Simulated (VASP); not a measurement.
# CNH in VASP: settings compared

CNH is run at these levels: AM05, PBEsol; tasks: single point.

Program: VASP 6.6.1. These are calculated values, not measurements. Logs are shortened: lines on timing, memory, paths and dates and some standing lists are left out, and cuts for length are marked.

**1. The cell of the first run**

The cell holds a molecule in a box, 3 atoms: a = 10.000 Å, b = 12.000 Å, c = 10.000 Å, α = 90.00°, β = 90.00°, γ = 90.00°.

**2. Single point, AM05**

File POSCAR:

```
HCN
1.0
   10.0000000000      0.0000000000      0.0000000000
    0.0000000000     12.0000000000      0.0000000000
    0.0000000000      0.0000000000     10.0000000000
C N H
1 1 1
Direct
    0.5004600000      0.4987000000      0.5025550000
    0.5262200000      0.5891500000      0.5286350000
    0.4763800000      0.4143500000      0.4781650000
```

File INCAR.step1:

```
ALGO = Normal
EDIFF = 1E-5
EFERMI = MIDGAP
ENCUT = 520
GGA = PE
GGA_COMPAT = F
ISIF = 0
ISMEAR = 0
LASPH = T
LCHARG = T
LREAL = F
LWAVE = T
NELM = 100
NELMDL = -8
PREC = Accurate
SIGMA = 0.03
```

File INCAR.step2:

```
ALGO = All
EDIFF = 1E-6
EFERMI = MIDGAP
ENCUT = 520
GGA = AM
GGA_COMPAT = F
ISEARCH = 1
ISIF = 0
ISMEAR = 0
ISTART = 1
LASPH = T
LCHARG = F
LREAL = F
LWAVE = F
NELM = 100
NELMDL = -8
PREC = Accurate
SIGMA = 0.03
```

File KPOINTS:

```
k-points
0
Gamma
  1 1 1
```

Potentials or basis: VASP PAW PBE potentials, release 64 (C, N, H).

Launch:

```
cat potpaw_PBE.64/C/POTCAR potpaw_PBE.64/N/POTCAR potpaw_PBE.64/H/POTCAR > POTCAR
cp INCAR.step1 INCAR
mpirun -np 1 vasp_gam > vasp.out
cp INCAR.step2 INCAR
mpirun -np 1 vasp_gam > vasp.out
```

OUTCAR:

```text
EDIFF = 1E-6
   EFERMI = MIDGAP
   ENCUT = 520
   GGA = AM
   ISIF = 0
   ISMEAR = 0
   ISTART = 1
   LASPH = T
   LREAL = F
   NELM = 100
   NELMDL = -8
   PREC = Accurate

 Found      1 irreducible k-points:

 Following reciprocal coordinates:
            Coordinates               Weight
  0.000000  0.000000  0.000000      1.000000
   k-points           NKPTS =      1   k-points in BZ     NKDIM =      1   number of bands    NBANDS=      9
   number of dos      NEDOS =    301   number of ions     NIONS =      3
   total plane-waves  NPLWV = 576000
   dimension x,y,z NGX =    80 NGY =   90 NGZ =   80
   dimension x,y,z NGXF=   160 NGYF=  180 NGZF=  160
   ions per type =               1   1   1
   NGX,Y,Z   is equivalent  to a cutoff of  13.30, 12.47, 13.30 a.u.
   NGXF,Y,Z  is equivalent  to a cutoff of  26.60, 24.94, 26.60 a.u.
 SYSTEM =  unknown system
   PREC   = accura    normal or accurate (medium, high low for compatibility)
   ISTART =      1    job   : 0-new  1-cont  2-samecut
   ICHARG =      0    charge: 1-file 2-atom 10-const
   ISPIN  =      1    spin polarized calculation?
   LNONCOLLINEAR =      F non collinear calculations
   LSORBIT =      F    spin-orbit coupling
   LASPH  =      T    aspherical Exc in radial PAW
   ENCUT  =  520.0 eV  38.22 Ry    6.18 a.u.  18.59 22.31 18.59*2*pi/ulx,y,z
   NELM   =    100;   NELMIN=  2; NELMDL= -8     # of ELM steps
   EDIFF  = 0.1E-05   stopping-criterion for ELM
   LREAL  =      F    real-space projection
   EDIFFG = 0.1E-04   stopping-criterion for IOM
   NSW    =      0    number of steps for IOM
   IBRION =     -1    ionic relax: 0-MD 1-quasi-New 2-CG
   NFREE  =      0    steps in history (QN), initial steepest desc. (CG)
   ISIF   =      0    stress and relaxation
   ISYM   =      2    0-nonsym 1-usesym 2-fastsym
   POTIM  = 0.5000    time-step for ionic-motion
   TEBEG  =    0.0;   TEEND  =   0.0 temperature during run

   SCALEE = 1.0000    scale energy and forces
   PSTRESS=    0.0 pullay stress
   NELECT =      10.0000    total number of electrons
   NUPDOWN=      -1.0000    fix difference up-down
   EMIN   =  10.00;   EMAX   =-10.00  energy-range for DOS
   EFERMI =   0.00;   METHOD = MIDGAP
   ISMEAR =     0;   SIGMA  =   0.03  broadening in eV -4-tet -1-fermi 0-gaus
   EFERMI_NEDOS =   21; number of points for ismear=-14 and -15
   IALGO  =     58    algorithm
   IMIX   =      4    mixing-type and parameters
     AMIX     =   0.40;   BMIX     =  1.00
     AMIX_MAG =   1.60;   BMIX_MAG =  1.00
  volume/ion in A,a.u.               =     400.00      2699.33
  Fermi-wavevector in a.u.,A,eV,Ry     =   0.331905  0.627210  1.498835  0.110161
  Thomas-Fermi vector in A             =   1.228460
   LORBIT       =      0    0 simple, 1 ext, 2 COOP (PROOUT), +10 PAW based schemes
   GGA     = AM    functional components
   LHFCALC =     F    Hartree Fock is set to
   AEXX    =    0.0000 exact exchange contribution
   IVDW    =     0    specifies the selected vdW correction
   LEPSILON=     F    determine dielectric tensor
   LRPA    =     F    only Hartree local field effects (RPA)

   CSHIFT  =0.1000    complex shift for real part using Kramers Kronig

   OMEGAMAX=  -1.0    maximum frequency
 non-spin polarized calculation
 Gauss-broadening in eV      SIGMA  =   0.03
  energy-cutoff  :      520.00
  volume of cell :     1200.00
 maximum number of plane-waves:     16153
 NGX is ok and might be reduce to    80
   NGX = 37   NGY = 45   NGZ = 37

 number of electron      10.0000000 magnetization

 number of electron       9.9999999 magnetization

 Free energy of the ion-electron system (eV)
  ---------------------------------------------------
  ext. energy  EPLUGINS =         0.00000000
  ---------------------------------------------------
  free energy    TOTEN  =       -19.94315166 eV

  energy without entropy =      -19.94315166  energy(sigma->0) =      -19.94315166

 E-fermi :  -7.9628     XC(G=0):  -3.6038

 val. band max:       -8.8158273792   @ k =   0.0000   0.0000   0.0000
 cond. band min:      -7.6494647731   @ k =   0.0000   0.0000   0.0000
 fundamental gap:      1.1663626061
 Fermi energy:        -7.9627570202

 k-point     1 :       0.0000    0.0000    0.0000
  band No.  band energies     occupation
      1     -22.8787      2.00000
      2     -14.8058      2.00000
      3      -8.9316      2.00000
      4      -8.9315      2.00000
      5      -8.8158      2.00000
      6      -7.6495      0.00000
      7      -5.4619      0.00000
      8      -4.8228      0.00000
      9      -2.7932      0.00000

------------------------ aborting loop because EDIFF is reached ----------------------------------------

 VOLUME and BASIS-vectors are now :
 -----------------------------------------------------------------------------
  energy-cutoff  :      520.00
  volume of cell :     1200.00
      direct lattice vectors                 reciprocal lattice vectors
    10.000000000  0.000000000  0.000000000     0.100000000  0.000000000  0.000000000
     0.000000000 12.000000000  0.000000000     0.000000000  0.083333333  0.000000000
     0.000000000  0.000000000 10.000000000     0.000000000  0.000000000  0.100000000

 POSITION                                       TOTAL-FORCE (eV/Angst)
 -----------------------------------------------------------------------------------
      5.00460      5.98440      5.02555        -0.311702     -1.305804     -0.316311
      5.26220      7.06980      5.28635         0.409639      1.718368      0.415401
      4.76380      4.97220      4.78165        -0.097937     -0.412564     -0.099090
 -----------------------------------------------------------------------------------
    total drift:                                0.000308      0.003287      0.001298

  FREE ENERGIE OF THE ION-ELECTRON SYSTEM (eV)
  ---------------------------------------------------
  free  energy   TOTEN  =       -19.9431516554 eV

  energy  without entropy=      -19.9431516554  energy(sigma->0) =      -19.94315166
```

Run time: 9.3 min. Hardware: 1 thread of Intel Xeon Platinum 8259CL at 2.50GHz (Skylake/Cascade Lake), shared host; peak memory 0.9 GiB.

Results:

| Quantity | Value |
| --- | --- |
| Free energy | -19.9432 eV |
| Largest force | 1.815 eV/Å |
| Gap between the frontier levels | 1.17 eV |

Forces in eV/Å, atoms in the order of the input:
```
C   -0.312 -1.306 -0.316
N    0.410  1.718  0.415
H   -0.098 -0.413 -0.099
```

Caveat: the PAW data sets were made with another functional, which shifts forces and pressure a little.

**3. Single point, PBEsol**

File INCAR:

```
ADDGRID = F
ALGO = Normal
EDIFF = 1E-6
EFERMI = MIDGAP
ENCUT = 520
GGA = PS
GGA_COMPAT = F
ISIF = 0
ISMEAR = 0
LASPH = T
LCHARG = F
LREAL = Auto
LWAVE = F
NELM = 120
NELMDL = -8
PREC = Accurate
ROPT = -0.00025 -0.00025 -0.00025
SIGMA = 0.03
```

KPOINTS is that of step 2.

POSCAR is that of step 2.

Potentials or basis: VASP PAW PBE potentials, release 64 (C, N, H).

Launch:

```
cat potpaw_PBE.64/C/POTCAR potpaw_PBE.64/N/POTCAR potpaw_PBE.64/H/POTCAR > POTCAR
mpirun -np 1 vasp_gam > vasp.out
```

OUTCAR:

```text
EDIFF = 1E-6
   EFERMI = MIDGAP
   ENCUT = 520
   GGA = PS
   ISIF = 0
   ISMEAR = 0
   LASPH = T
   LREAL = Auto
   NELM = 120
   NELMDL = -8
   PREC = Accurate

 Found      1 irreducible k-points:

 Following reciprocal coordinates:
            Coordinates               Weight
  0.000000  0.000000  0.000000      1.000000
   k-points           NKPTS =      1   k-points in BZ     NKDIM =      1   number of bands    NBANDS=      9
   number of dos      NEDOS =    301   number of ions     NIONS =      3
   total plane-waves  NPLWV = 576000
   dimension x,y,z NGX =    80 NGY =   90 NGZ =   80
   dimension x,y,z NGXF=   160 NGYF=  180 NGZF=  160
   ions per type =               1   1   1
   NGX,Y,Z   is equivalent  to a cutoff of  13.30, 12.47, 13.30 a.u.
   NGXF,Y,Z  is equivalent  to a cutoff of  26.60, 24.94, 26.60 a.u.
 SYSTEM =  unknown system
   PREC   = accura    normal or accurate (medium, high low for compatibility)
   ISTART =      0    job   : 0-new  1-cont  2-samecut
   ICHARG =      2    charge: 1-file 2-atom 10-const
   ISPIN  =      1    spin polarized calculation?
   LNONCOLLINEAR =      F non collinear calculations
   LSORBIT =      F    spin-orbit coupling
   LASPH  =      T    aspherical Exc in radial PAW
   ENCUT  =  520.0 eV  38.22 Ry    6.18 a.u.  18.59 22.31 18.59*2*pi/ulx,y,z
   NELM   =    120;   NELMIN=  2; NELMDL= -8     # of ELM steps
   EDIFF  = 0.1E-05   stopping-criterion for ELM
[... 40 lines left out ...]
 maximum number of plane-waves:     16153
 NGX is ok and might be reduce to    80
   NGX = 37   NGY = 45   NGZ = 37

 number of electron      10.0000000 magnetization

 number of electron       9.9999999 magnetization

 Free energy of the ion-electron system (eV)
  ---------------------------------------------------
  ext. energy  EPLUGINS =         0.00000000
  ---------------------------------------------------
  free energy    TOTEN  =       -20.03785392 eV

  energy without entropy =      -20.03785392  energy(sigma->0) =      -20.03785392

 E-fermi :  -4.8718     XC(G=0):  -0.5673

 val. band max:       -8.8673077971   @ k =   0.0000   0.0000   0.0000
 cond. band min:      -0.8763742762   @ k =   0.0000   0.0000   0.0000
 fundamental gap:      7.9909335209
 Fermi energy:        -4.8718410366

 k-point     1 :       0.0000    0.0000    0.0000
  band No.  band energies     occupation
      1     -22.9523      2.00000
      2     -14.8597      2.00000
      3      -8.9522      2.00000
      4      -8.9521      2.00000
      5      -8.8673      2.00000
      6      -0.8764      0.00000
      7      -0.8754      0.00000
      8      -0.3096      0.00000
      9       0.2942      0.00000

------------------------ aborting loop because EDIFF is reached ----------------------------------------

 VOLUME and BASIS-vectors are now :
 -----------------------------------------------------------------------------
  energy-cutoff  :      520.00
  volume of cell :     1200.00
      direct lattice vectors                 reciprocal lattice vectors
    10.000000000  0.000000000  0.000000000     0.100000000  0.000000000  0.000000000
     0.000000000 12.000000000  0.000000000     0.000000000  0.083333333  0.000000000
     0.000000000  0.000000000 10.000000000     0.000000000  0.000000000  0.100000000

 POSITION                                       TOTAL-FORCE (eV/Angst)
 -----------------------------------------------------------------------------------
      5.00460      5.98440      5.02555        -0.315818     -1.321214     -0.321109
      5.26220      7.06980      5.28635         0.397018      1.662991      0.402385
      4.76380      4.97220      4.78165        -0.081200     -0.341777     -0.081275
 -----------------------------------------------------------------------------------
    total drift:                               -0.000335     -0.000142     -0.002429

  FREE ENERGIE OF THE ION-ELECTRON SYSTEM (eV)
  ---------------------------------------------------
  free  energy   TOTEN  =       -20.0378539164 eV

  energy  without entropy=      -20.0378539164  energy(sigma->0) =      -20.03785392
```

OSZICAR:

```text
N       E                     dE             d eps       ncg     rms          rms(c)
DAV:   1     0.768903296695E+02    0.76890E+02   -0.25796E+03    26   0.571E+02
DAV:   2     0.287426607613E+01   -0.74016E+02   -0.73900E+02    26   0.108E+02
DAV:   3    -0.206216842739E+02   -0.23496E+02   -0.23470E+02    19   0.836E+01
[... 19 lines left out ...]
DAV:  23    -0.200378467395E+02   -0.26557E-05   -0.89897E-08    20   0.255E-03    0.355E-04
DAV:  24    -0.200378511244E+02   -0.43849E-05   -0.25090E-07    19   0.229E-03    0.251E-04
DAV:  25    -0.200378523315E+02   -0.12072E-05   -0.39249E-08    18   0.970E-04    0.308E-04
DAV:  26    -0.200378534856E+02   -0.11541E-05   -0.46325E-08    19   0.108E-03    0.114E-04
DAV:  27    -0.200378539164E+02   -0.43078E-06   -0.45026E-09    19   0.390E-04
   1 F= -.20037854E+02 E0= -.20037854E+02  d E =0.000000E+00
```

Run time: 1.7 min. Hardware: 1 thread of Intel Xeon Platinum 8259CL at 2.50GHz (Skylake/Cascade Lake), shared host; peak memory 0.99 GiB.

Results:

| Item | Value |
| --- | --- |
| Free energy | -20.0379 eV |
| Largest force | 1.756 eV/Å |
| Gap between the frontier levels | 7.99 eV |

Forces on the atoms (eV/Å):
```
C   -0.316 -1.321 -0.321
N    0.397  1.663  0.402
H   -0.081 -0.342 -0.081
```

Levels at points of the mesh, in eV from the valence-band top:
```csv
k point,band 3,band 4,band 5,band 6,band 7,band 8
"(0.00, 0.00, 0.00)",-0.08,-0.08,0.00,7.99,7.99,8.56
```

Caveat: the PAW data sets were made with another functional, which shifts forces and pressure a little.

**4. Single point, PBEsol**

File INCAR:

```
ADDGRID = F
ALGO = Normal
EDIFF = 1E-6
EFERMI = MIDGAP
ENCUT = 720
GGA = PS
GGA_COMPAT = F
ISIF = 0
ISMEAR = 0
LASPH = T
LCHARG = F
LREAL = F
LWAVE = F
NELM = 120
NELMDL = -8
PREC = Accurate
SIGMA = 0.03
```

KPOINTS is that of step 3.

POSCAR is that of step 3.

Launch:

```
cat potpaw_PBE.64/C/POTCAR potpaw_PBE.64/N/POTCAR potpaw_PBE.64/H/POTCAR > POTCAR
mpirun -np 1 vasp_gam > vasp.out
```

It took 2.6 min on 1 thread of Intel Xeon Platinum 8259CL at 2.50GHz (Skylake/Cascade Lake), shared host; peak memory 1.4 GiB.

Results (log left out):

```
Free energy                     : -20.0493 eV
Largest force                   : 1.720 eV/Å
Gap between the frontier levels : 7.99 eV
```

Forces on the atoms (eV/Å):
```
C   -0.309 -1.297 -0.313
N    0.388  1.629  0.393
H   -0.079 -0.333 -0.080
```

Levels at points of the mesh, in eV from the valence-band top:
```tsv
k point	band 3	band 4	band 5	band 6	band 7	band 8
(0.00, 0.00, 0.00)	-0.08	-0.08	0.00	7.99	7.99	8.55
```

Caveat: the PAW data sets were made with another functional, which shifts forces and pressure a little.

**5. Summary**

```tsv
level	cutoff (eV)	purpose	gap on the mesh (eV)	largest force (eV/Å)
AM05	520	a run that is hard to end	1.17	1.81
PBEsol	520	levels	7.99	1.76
PBEsol	720	levels	7.99	1.72
```

Alike in all rows: task single point; potentials or basis VASP PAW PBE potentials, release 64 (C, N, H); no spin polarisation; cell as given; k mesh 1 × 1 × 1; smearing gaussian 0.03 eV.

On the cell as given the gap runs from 1.17 eV (AM05) to 7.99 eV (PBEsol).

Caveats: the PAW data sets were made with another functional, which shifts forces and pressure a little.

Absolute energies hang on the potentials; compare differences alone.
